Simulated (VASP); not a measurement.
# GaN (Fm-3m) in VASP: further runs, part 2 of 2

VASP 6.6.1. Earlier steps stand in the parts before.

**4. Relaxation of cell and atoms, PBE-based screened hybrid with 25 % exact exchange**

This run uses another cell than the first one, of 9.74 Å³/atom.

POSCAR reads:

```
GaN
1.0
    0.0000000000      2.1352350000      2.1352350000
    2.1352350000      0.0000000000      2.1352350000
    2.1352350000      2.1352350000      0.0000000000
Ga N
1 1
Direct
    0.0000000000      0.0000000000      0.0000000000
    0.5000000000      0.5000000000      0.5000000000
```

INCAR.step1 reads:

```
  PREC = Accurate
  ENCUT = 600
  EDIFF = 1E-5
  ISMEAR = -1
  SIGMA = 0.05
  LREAL = F
  LASPH = T
  NELM = 80
  ALGO = Normal
  LWAVE = T
  LCHARG = F
  GGA = PE
  NBANDS = 16
```

INCAR.step2 reads:

```
  PREC = Accurate
  ENCUT = 600
  EDIFF = 1E-6
  ISMEAR = -1
  SIGMA = 0.05
  LREAL = F
  LASPH = T
  NELM = 80
  ALGO = Normal
  ISIF = 3
  LWAVE = F
  LCHARG = F
  GGA = PE
  LHFCALC = T
  AEXX = 0.25
  HFSCREEN = 0.3
  PRECFOCK = Normal
  IBRION = 2
  NSW = 60
  EDIFFG = -0.01
  ISTART = 1
```

KPOINTS reads:

```
Automatic mesh
0
Gamma
  6 6 6
```

Potentials or basis: VASP PAW PBE potentials, release 64 (Ga_d, N).

Started as:

```
$ cat potpaw_PBE.64/Ga_d/POTCAR potpaw_PBE.64/N/POTCAR > POTCAR
$ cp INCAR.step1 INCAR
$ mpirun -np 1 vasp_std > vasp.out
$ cp INCAR.step2 INCAR
$ mpirun -np 1 vasp_std > vasp.out
```

OUTCAR:

```text
PREC = Accurate
   ENCUT = 600
   EDIFF = 1E-6
   ISMEAR = -1
   LREAL = F
   LASPH = T
   NELM = 80
   ISIF = 3
   GGA = PE
   LHFCALC = T
   AEXX = 0.25
   HFSCREEN = 0.3
   PRECFOCK = Normal
   IBRION = 2
   NSW = 60
   EDIFFG = -0.01
   ISTART = 1

 ion  position               nearest neighbor table
   1  0.000  0.000  0.000-   2 2.14   2 2.14   2 2.14   2 2.14   2 2.14   2 2.14
   2  0.500  0.500  0.500-   1 2.14   1 2.14   1 2.14   1 2.14   1 2.14   1 2.14

  LATTYP: Found a face centered cubic cell.
 ALAT       =     4.2704700000

  Lattice vectors:

 A1 = (   0.0000000000,   2.1352350000,   2.1352350000)
 A2 = (   2.1352350000,   0.0000000000,   2.1352350000)
 A3 = (   2.1352350000,   2.1352350000,   0.0000000000)

Analysis of symmetry for initial positions (statically):
=====================================================================
 Subroutine PRICEL returns:
 Original cell was already a primitive cell.

 Routine SETGRP: Setting up the symmetry group for a
 face centered cubic supercell.

 Subroutine GETGRP returns: Found 48 space group operations
 (whereof 48 operations were pure point group operations)
 out of a pool of 48 trial point group operations.

The static configuration has the point symmetry O_h .

Analysis of symmetry for dynamics (positions and initial velocities):
=====================================================================
 Subroutine PRICEL returns:
 Original cell was already a primitive cell.

 Routine SETGRP: Setting up the symmetry group for a
 face centered cubic supercell.

 Subroutine GETGRP returns: Found 48 space group operations
 (whereof 48 operations were pure point group operations)
 out of a pool of 48 trial point group operations.

The dynamic configuration has the point symmetry O_h .

 Subroutine INISYM returns: Found 48 space group operations
 (whereof 48 operations are pure point group operations),
 and found     1 'primitive' translations

----------------------------------------------------------------------------------------

                                     Primitive cell

  volume of cell :      19.4700

  direct lattice vectors                    reciprocal lattice vectors
     0.000000000  2.135235000  2.135235000    -0.234166263  0.234166263  0.234166263
     2.135235000  0.000000000  2.135235000     0.234166263 -0.234166263  0.234166263
     2.135235000  2.135235000  0.000000000     0.234166263  0.234166263 -0.234166263

  length of vectors
     3.019678296  3.019678296  3.019678296     0.405587864  0.405587864  0.405587864

  position of ions in fractional coordinates (direct lattice)
     0.000000000  0.000000000  0.000000000
     0.500000000  0.500000000  0.500000000

  ion indices of the primitive-cell ions
   primitive index   ion index
                 1           1
                 2           2

----------------------------------------------------------------------------------------

 KPOINTS: Automatic mesh

Automatic generation of k-mesh.
 Grid dimensions read from file:
 generate k-points for:    6    6    6

 Generating k-lattice:

  Cartesian coordinates                     Fractional coordinates (reciprocal lattice)
    -0.039027710  0.039027710  0.039027710     0.166666667  0.000000000  0.000000000
     0.039027710 -0.039027710  0.039027710     0.000000000  0.166666667  0.000000000
     0.039027710  0.039027710 -0.039027710     0.000000000  0.000000000  0.166666667

  Length of vectors
     0.067597977  0.067597977  0.067597977

  Shift w.r.t. Gamma in fractional coordinates (k-lattice)
     0.000000000  0.000000000  0.000000000

 Subroutine IBZKPT returns following result:
 ===========================================

 Found     16 irreducible k-points:

 Following reciprocal coordinates:
            Coordinates               Weight
  0.000000  0.000000  0.000000      1.000000
  0.166667  0.000000  0.000000      8.000000
  0.333333  0.000000  0.000000      8.000000
  0.500000  0.000000  0.000000      4.000000
  0.166667  0.166667  0.000000      6.000000
  0.333333  0.166667  0.000000     24.000000
[... 8 lines left out ...]
 -0.333333  0.333333  0.166667     24.000000
 -0.333333  0.500000  0.166667     12.000000
   k-points           NKPTS =     16   k-points in BZ     NKDIM =    216   number of bands    NBANDS=     13
   number of dos      NEDOS =    301   number of ions     NIONS =      2
   total plane-waves  NPLWV =  13824
   dimension x,y,z NGX =    24 NGY =   24 NGZ =   24
   dimension x,y,z NGXF=    48 NGYF=   48 NGZF=   48
   ions per type =               1   1
   NGX,Y,Z   is equivalent  to a cutoff of  13.21, 13.21, 13.21 a.u.
   NGXF,Y,Z  is equivalent  to a cutoff of  26.43, 26.43, 26.43 a.u.
 SYSTEM =  unknown system
   PREC   = accura    normal or accurate (medium, high low for compatibility)
   ISTART =      1    job   : 0-new  1-cont  2-samecut
   ICHARG =      0    charge: 1-file 2-atom 10-const
   ISPIN  =      1    spin polarized calculation?
   LNONCOLLINEAR =      F non collinear calculations
   LSORBIT =      F    spin-orbit coupling
   LASPH  =      T    aspherical Exc in radial PAW
   ENCUT  =  600.0 eV  44.10 Ry    6.64 a.u.   6.03  6.03  6.03*2*pi/ulx,y,z
   NELM   =     80;   NELMIN=  2; NELMDL=  0     # of ELM steps
   EDIFF  = 0.1E-05   stopping-criterion for ELM
   LREAL  =      F    real-space projection
   EDIFFG = -.1E-01   stopping-criterion for IOM
   NSW    =     60    number of steps for IOM
   IBRION =      2    ionic relax: 0-MD 1-quasi-New 2-CG
   NFREE  =      1    steps in history (QN), initial steepest desc. (CG)
   ISIF   =      3    stress and relaxation
   ISYM   =      3    0-nonsym 1-usesym 2-fastsym
   POTIM  = 0.5000    time-step for ionic-motion
   TEBEG  =    0.0;   TEEND  =   0.0 temperature during run
   PSTRESS=    0.0 pullay stress
   NELECT =      18.0000    total number of electrons
   NUPDOWN=      -1.0000    fix difference up-down
   EMIN   =  10.00;   EMAX   =-10.00  energy-range for DOS
   EFERMI =   0.00;   METHOD = LEGACY
   ISMEAR =    -1;   SIGMA  =   0.05  broadening in eV -4-tet -1-fermi 0-gaus
   EFERMI_NEDOS =   21; number of points for ismear=-14 and -15
   IALGO  =     38    algorithm
   IMIX   =      1    mixing-type and parameters
     AMIX     =   0.40;   BMIX     =  1.00
     AMIX_MAG =   1.60;   BMIX_MAG =  1.00
  volume/ion in A,a.u.               =       9.74        65.70
  Fermi-wavevector in a.u.,A,eV,Ry     =   1.594814  3.013761 34.605481  2.543431
  Thomas-Fermi vector in A             =   2.692830
   LORBIT       =      0    0 simple, 1 ext, 2 COOP (PROOUT), +10 PAW based schemes
   GGA     = PE    functional components
   LHFCALC =     T    Hartree Fock is set to
   PRECFOCK=normal    Normal, Fast or Accurate (Low or Medium for compatibility)
   ENCUT4O =  -1.0   cutoff for four orbital integrals eV
   NKREDX  =     1    reduce k-point grid by
   NKREDY  =     1    reduce k-point grid by
   NKREDZ  =     1    reduce k-point grid by
   AEXX    =    0.2500 exact exchange contribution
   HFSCREEN=    0.3000 screening length (either q_TF or 0.3 A-1)
   HFSCREENC=   0.3000 screening length for correlation (either q_TF or 0.3 A-1)
   ENCUTFOCK=  -1.0 apply spherical cutoff to Coloumb kernel
   IVDW    =     0    specifies the selected vdW correction
   LEPSILON=     F    determine dielectric tensor
   LRPA    =     F    only Hartree local field effects (RPA)
 conjugate gradient relaxation of ions
 non-spin polarized calculation
  energy-cutoff  :      600.00
  volume of cell :       19.47
 maximum number of plane-waves:       656
  NGX = 20; NGY = 20; NGZ = 20

--------------------------------------- Ionic step        1  -------------------------------------------

 number of electron      18.0000005 magnetization

 Free energy of the ion-electron system (eV)
  ---------------------------------------------------
  ext. energy  EPLUGINS =         0.00000000
  ---------------------------------------------------
  free energy    TOTEN  =       -13.39797375 eV

  energy without entropy =      -13.39797367  energy(sigma->0) =      -13.39797371

------------------------ aborting loop because EDIFF is reached ----------------------------------------

  FORCE on cell =-STRESS in cart. coord.  units (eV):
  Direction    XX          YY          ZZ          XY          YZ          ZX
  --------------------------------------------------------------------------------------
  -------------------------------------------------------------------------------------
  Total       -1.0264596     -1.0264596     -1.0264596      0.0000000      0.0000000      0.0000000
  in kB      -84.4666747    -84.4666747    -84.4666747      0.0000000      0.0000000      0.0000000
  external PRESSURE =     -84.4666747 kB  Pullay stress =       0.0000000 kB
[... 57 lines left out ...]
  energy  without entropy=      -13.3971118515  energy(sigma->0) =      -13.39711185

--------------------------------------- Ionic step        3  -------------------------------------------

 number of electron      18.0000008 magnetization

 Free energy of the ion-electron system (eV)
  ---------------------------------------------------
  ext. energy  EPLUGINS =         0.00000000
  ---------------------------------------------------
  free energy    TOTEN  =       -13.41792652 eV

  energy without entropy =      -13.41792651  energy(sigma->0) =      -13.41792651

 E-fermi :   8.2316     XC(G=0): -10.8344

 val. band max:        7.3621842394   @ k =  -0.1667   0.1667   0.0000
 cond. band min:       9.0306647177   @ k =   0.5000   0.5000   0.0000
 fundamental gap:      1.6684804783
 Fermi energy:         8.2316349830

 k-point     1 :       0.0000    0.0000    0.0000
  band No.  band energies     occupation
      1     -11.5719      2.00000
      2      -8.8423      2.00000
      3      -8.8423      2.00000
      4      -8.8423      2.00000
      5      -8.8045      2.00000
      6      -8.8045      2.00000
      7       6.8362      2.00000
      8       6.8362      2.00000
      9       6.8362      2.00000
     10      10.7685      0.00000
     11      23.2821      0.00000
     12      23.2821      0.00000
     13      23.2821      0.00000
[... 267 lines left out ...]
  FREE ENERGIE OF THE ION-ELECTRON SYSTEM (eV)
  ---------------------------------------------------
  free  energy   TOTEN  =       -13.4179265162 eV

  energy  without entropy=      -13.4179265106  energy(sigma->0) =      -13.41792651

 reached required accuracy - stopping structural energy minimisation
```

It took 1.7 h on 1 thread of Intel Xeon Platinum 8259CL at 2.50GHz (Skylake/Cascade Lake), shared host; peak memory 0.26 GiB.

Results:

```
Free energy                           : -13.4179 eV
Relaxed volume                        : 9.37 Å³/atom
Relaxed cell                          : a = 2.982 Å, b = 2.982 Å, c = 2.982 Å, α = 60.00°, β = 60.00°, γ = 60.00°
Space group after relaxing (to 0.1 Å) : Fm-3m (No. 225)
Energy gained by relaxing             : 10.0 meV/atom
Ionic steps                           : 3
Pressure after relaxing               : -0.1 GPa
Band gap on the k mesh                : 1.67 eV (least direct gap 3.93 eV)
```

Step by step:
```
step  energy change (eV)  largest force (eV/Å)  pressure (GPa)  volume (Å³)
   1              0.0000                0.0000           -8.45        19.47
   2              0.0009                0.0000           10.17        18.06
   3             -0.0200                0.0000           -0.09        18.75
```

Final structure:
```
Ga N
1.0
     0.00000    2.10850    2.10850
     2.10850    0.00000    2.10850
     2.10850    2.10850    0.00000
Ga N
1 1
Direct
  0.00000 0.00000 0.00000
  0.50000 0.50000 0.50000
```

Levels at points of the mesh, in eV from the valence-band top:
| k point | band 6 | band 7 | band 8 | band 9 | band 10 | band 11 | band 12 | band 13 |
| --- | --- | --- | --- | --- | --- | --- | --- | --- |
| (0.00, 0.00, 0.00) | -16.17 | -0.53 | -0.53 | -0.53 | 3.41 | 15.92 | 15.92 | 15.92 |
| (0.50, 0.00, 0.00) | -15.62 | -8.91 | -0.22 | -0.22 | 5.74 | 10.39 | 10.39 | 11.31 |
| (0.50, 0.50, 0.00) | -12.57 | -7.71 | -3.29 | -3.29 | 1.67 | 8.72 | 13.76 | 16.46 |

Caveat: the k points lie up to 0.43 Å⁻¹ apart in the final cell; the PAW data sets were made with another functional, which shifts forces and pressure a little.

**5. Overview**

| task | level | potentials or basis | spin | cell | k mesh | cutoff (eV) | grid for exact exchange (PRECFOCK) | share of exact exchange | screening parameter | gap on the mesh (eV) | pressure (GPa) |
| --- | --- | --- | --- | --- | --- | --- | --- | --- | --- | --- | --- |
| single point | HF | VASP PAW PBE potentials, release 64 (Ga_d, N) | off | a = 2.970 Å, angles 60.0°, 2 atoms | 6 × 6 × 6 | 520 | Normal | 1 | - | 9.78 | 1.9 |
| single point | r2SCAN | VASP PAW PBE potentials, release 64 (Ga_d, N_h) | non-collinear, zero start, SOC | a = 3.020 Å, angles 60.0°, 2 atoms | 8 × 8 × 8 | 1460 | - | - | - | - | -7.5 |
| relaxation of cell and atoms | PBE-based screened hybrid with 25 % exact exchange | VASP PAW PBE potentials, release 64 (Ga_d, N) | off | relaxed from a = 3.020 Å, angles 60.0°, 2 atoms | 6 × 6 × 6 | 600 | Normal | 0.25 | 0.3 1/Å | 1.67 | -0.1 |

Alike in all rows: smearing fermi-dirac 0.05 eV.

Caveats: some runs use coarse meshes; the PAW data sets were made with another functional, which shifts forces and pressure a little; the cell stands under tension (at least some runs).

Absolute energies hang on the potentials; compare differences alone.
